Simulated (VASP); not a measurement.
Write the native input for VASP 6.6.1 that does the following.

- Task: single point
- Functional: PBE
- Potentials or basis: VASP PAW PBE potentials, release 64 (Sc_sv, Cu)
- Cutoff: 520 eV
- k mesh: 12 × 12 × 8
- Occupations: gaussian, width 0.1 eV
- Spin: no spin polarisation
- Dipole correction: no
- Further INCAR settings: ALGO = Fast; EDIFF = 1e-06; NBANDS = 36

The structure of Sc2Cu3 lies in POSCAR:

```
Sc2Cu3
1.0
    4.4621565818      0.0000000000      0.0000000000
   -2.2310782909      3.8643409555      0.0000000000
    0.0000000000      0.0000000000      5.4473866761
Sc Cu
2 3
Direct
    0.3333333333      0.6666666667      0.1986371224
    0.6666666667      0.3333333333      0.8013628776
    0.0000000000      0.0000000000      0.0000000000
    0.3333333333      0.6666666667      0.6995854604
    0.6666666667      0.3333333333      0.3004145396
```

The cell was generated, and may not be a known phase.

One way to write it, as run:

INCAR

```
PREC     = Accurate       # precision mode
ENCUT    = 520            # plane-wave cutoff, eV
EDIFF    = 1E-6           # SCF threshold, eV
ISMEAR   = 0              # smearing method
SIGMA    = 0.1            # smearing width, eV
LREAL    = False          # projectors in reciprocal space
LASPH    = True           # aspherical terms in the spheres
NELM     = 80             # most SCF steps
ALGO     = Fast           # electronic algorithm
ISIF     = 2              # what is computed and relaxed
LWAVE    = False          # write WAVECAR
LCHARG   = False          # write CHGCAR
GGA      = PE             # functional
NBANDS   = 36             # bands
```

KPOINTS

```
Automatic mesh
0
Gamma
  12 12 8
```

Potentials or basis: VASP PAW PBE potentials, release 64 (Sc_sv, Cu).

Launch:

```bash
$ cat potpaw_PBE.64/Sc_sv/POTCAR potpaw_PBE.64/Cu/POTCAR > POTCAR
$ mpirun -np 1 vasp_std > vasp.out
```

It gave:

- Pressure: 0.3 GPa
- Largest force: 0.009 eV/Å
- Band gap on the k mesh: zero (an odd number of electrons rules out a gap without spin polarisation)

Wall time 11 min on 1 thread of Oxide Virtual Turin-like Processor, on a shared host, peak memory 0.46 GiB.
